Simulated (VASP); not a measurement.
Input of a VASP 6.6.1 run:

Contents of INCAR:

```
SYSTEM = Zn
PREC     = Accurate       ! precision mode
ENCUT    = 600            ! plane-wave cutoff, eV
EDIFF    = 1E-7           ! SCF threshold, eV
ISMEAR   = -1             ! smearing method
SIGMA    = 0.1            ! smearing width, eV
LREAL    = .False.        ! projectors in reciprocal space
LASPH    = .True.         ! aspherical terms in the spheres
NELM     = 60             ! most SCF steps
ALGO     = Normal         ! electronic algorithm
ISIF     = 3              ! what is computed and relaxed
LWAVE    = .False.        ! write WAVECAR
LCHARG   = .False.        ! write CHGCAR
GGA      = PS             ! functional
IBRION   = 2              ! ionic algorithm
NSW      = 80             ! ionic steps
EDIFFG   = -0.01          ! ionic threshold
```

File KPOINTS:

```
regular mesh
0
Gamma
  12 12 12
  0 0 0
```

The input POSCAR:

```
Zn
1.0
    2.5420818099      0.0000000000      0.0000000000
    0.0000000000      2.5420818099      0.0000000000
    0.0000000000      0.0000000000      2.5420818099
Zn
1
Direct
    0.0000000000      0.0000000000      0.0000000000
```

Potentials or basis: VASP PAW PBE potentials, release 64 (Zn).

Command:

```bash
$ cat potpaw_PBE.64/Zn/POTCAR > POTCAR
$ mpirun -np 1 vasp_std > vasp.out
```

Question: Predict the relaxed volume.

Answer: 16.91 Å³/atom.

Question: Predict the band gap on the k mesh.

Answer: Zero (band 6 reaches 7.81 eV, above the bottom of band 7 at -0.80 eV).

Question: What does it give for the relaxed cell?

Answer: a = 2.567 Å, b = 2.567 Å, c = 2.567 Å, α = 90.00°, β = 90.00°, γ = 90.00°.

Question: What does it give for the space group after relaxing (to 0.05 Å)?

Answer: Pm-3m (No. 221).

The path:
```csv
step,energy change (eV),largest force (eV/Å),pressure (GPa),volume (Å³)
1,0.0000,0.0000,1.95,16.43
2,-0.0029,0.0000,0.02,16.91
```

Caveat: the PAW data sets were made with another functional, which shifts forces and pressure a little.
